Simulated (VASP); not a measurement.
# NiW7S16 (a cell with a defect): single point with PBEsol+U

NiW7S16 (a cell with a defect):

```
Ni W S
1.0
     6.30640    0.00000    0.00000
    -3.15320    5.46150    0.00000
     0.00000    0.00000   12.32300
Ni W S
1 7 16
Direct
  0.24474 0.37011 0.27053
  0.15655 0.82996 0.24867
  0.66480 0.33070 0.24563
  0.66389 0.83751 0.24515
  0.33199 0.16669 0.74922
  0.33192 0.66622 0.74922
  0.83181 0.16640 0.74966
  0.83190 0.66646 0.74942
  0.16487 0.33290 0.62231
  0.16515 0.83306 0.62251
  0.66589 0.33320 0.62247
  0.66575 0.83365 0.62243
  0.30495 0.17258 0.13501
  0.30099 0.62931 0.13622
  0.77866 0.14049 0.10883
  0.82230 0.66304 0.11988
  0.16527 0.33310 0.87629
  0.16578 0.83337 0.87653
  0.66481 0.33331 0.87639
  0.66471 0.83248 0.87641
  0.35194 0.16494 0.37878
  0.34965 0.68477 0.37793
  0.87982 0.19105 0.35751
  0.82917 0.66678 0.37367
```

```yaml
Program: VASP 6.6.1
Task: single point
Functional: PBEsol
Potentials_or_basis: VASP PAW PBE potentials, release 64 (Ni, W_sv, S)
Cutoff: 350 eV
k_mesh: 3 × 3 × 2
Occupations: gaussian, width 0.03 eV
Spin: collinear spin, zero start
Starting_moments: "[0.0, 0.0, 0.0, 0.0, 0.0, 0.0, 0.0, 0.0, 0.0, 0.0, 0.0, 0.0, 0.0, 0.0, 0.0, 0.0, 0.0, 0.0, 0.0, 0.0, 0.0, 0.0, 0.0, 0.0] μB"
Fixed_moment: 0 μB
Hubbard_terms: Ni d U = 7 eV
Dq: 0
Further_INCAR_settings: LREAL = Auto; ALGO = Normal; EDIFF = 1e-05; ISYM = 0
```

```json
{"Pressure": "0.3 GPa", "Largest force": "0.207 eV/Å", "Net moment": "0.00 μB per cell", "Valence electrons inside the program's atomic spheres": "Ni 9.81; W 12.07, 12.08 (each value once); S 3.70, 3.67, 3.68, 3.69 (each value once)"}
```

Forces on the atoms (eV/Å):
```
Ni   0.063  0.042 -0.087
W   -0.088 -0.007 -0.093
W   -0.024  0.007  0.035
W   -0.037  0.001  0.036
W   -0.001 -0.001  0.014
W    0.002  0.002  0.016
W    0.001 -0.005  0.018
W   -0.002  0.005  0.010
S    0.003  0.002 -0.004
S    0.004  0.002 -0.006
S    0.000 -0.003 -0.014
S   -0.001  0.002 -0.008
S   -0.041  0.045  0.146
S    0.045 -0.103  0.174
S    0.019  0.021 -0.020
S    0.011  0.012  0.021
S    0.006  0.005 -0.012
S    0.002  0.000 -0.014
S   -0.001  0.003 -0.012
S    0.003 -0.002 -0.015
S   -0.059  0.079 -0.065
S    0.058 -0.138 -0.093
S    0.024  0.012 -0.034
S    0.015  0.018  0.009
```

Stress tensor (GPa, compression positive):
```
 0.88  0.23  0.18
 0.23 -0.02  0.09
 0.18  0.09  0.18
```

Eigenvalues of the final occupation matrices:
```csv
site,spin,trace,eigenvalues
site 1 d,1,4.39,0.70 0.81 0.95 0.96 0.97
site 1 d,2,4.39,0.70 0.81 0.95 0.96 0.97
```

Wall time 5.4 min on 4 MPI ranks on AMD EPYC 9R45 (Zen 5), with other jobs on the host, peak memory 0.66 GiB a rank.

Caveat: the k points lie up to 0.38 Å⁻¹ apart; the PAW data sets were made with another functional, which shifts forces and pressure a little; spin-orbit coupling is left out, which moves the levels of the heavy elements; the total moment is fixed, so each spin has its own Fermi level.
